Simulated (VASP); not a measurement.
Ca: single point with PBEsol

Crystal: Ca.

```
Ca
1.0
    -2.15040    2.15040    2.41920
     2.15040   -2.15040    2.41920
     2.15040    2.15040   -2.41920
Ca
1
Cartesian
  0.0000 0.0000 0.0000
```

This cell differs from its parent crystal: strain -0.040 along x and y, +0.080 along z.

```
Program             : VASP 6.6.1
Task                : single point
Functional          : PBEsol
Potentials or basis : VASP PAW PBE potentials, release 64 (Ca_sv)
Cutoff              : 520 eV
k mesh              : 16 × 16 × 16
Occupations         : gaussian, width 0.15 eV
Spin                : no spin polarisation
```

| Quantity | Value |
| --- | --- |
| Pressure | -1.5 GPa |
| Band gap on the k mesh | zero (band 5 reaches 1.98 eV, above the bottom of band 6 at 1.55 eV) |

Stress tensor (GPa, compression positive):
```
-1.58  0.00  0.00
 0.00 -1.58  0.00
 0.00  0.00 -1.32
```

Levels at points of the mesh, in eV from the Fermi level:
| k point | band 2 | band 3 | band 4 | band 5 | band 6 | band 7 | band 8 | band 9 |
| --- | --- | --- | --- | --- | --- | --- | --- | --- |
| (0.00, 0.00, 0.00) | -23.02 | -23.02 | -23.01 | -3.96 | 2.10 | 2.10 | 2.55 | 2.88 |
| (0.50, 0.00, 0.00) | -23.13 | -23.05 | -23.01 | -0.95 | -0.16 | 1.54 | 2.78 | 3.53 |
| (0.50, 0.50, 0.00) | -23.13 | -23.05 | -23.03 | -0.71 | 0.21 | 0.94 | 3.47 | 3.64 |
| (0.50, 0.50, 0.50) | -23.11 | -23.09 | -23.09 | -0.03 | 0.25 | 2.55 | 3.88 | 4.00 |

Wall time 92 s on 1 thread of Intel(R) Xeon(R) 6975P-C (Granite Rapids), on a shared host, peak memory 0.29 GiB.

Caveat: the cell differs from its parent crystal (strain -0.040 along x and y, +0.080 along z); the PAW data sets were made with another functional, which shifts forces and pressure a little.
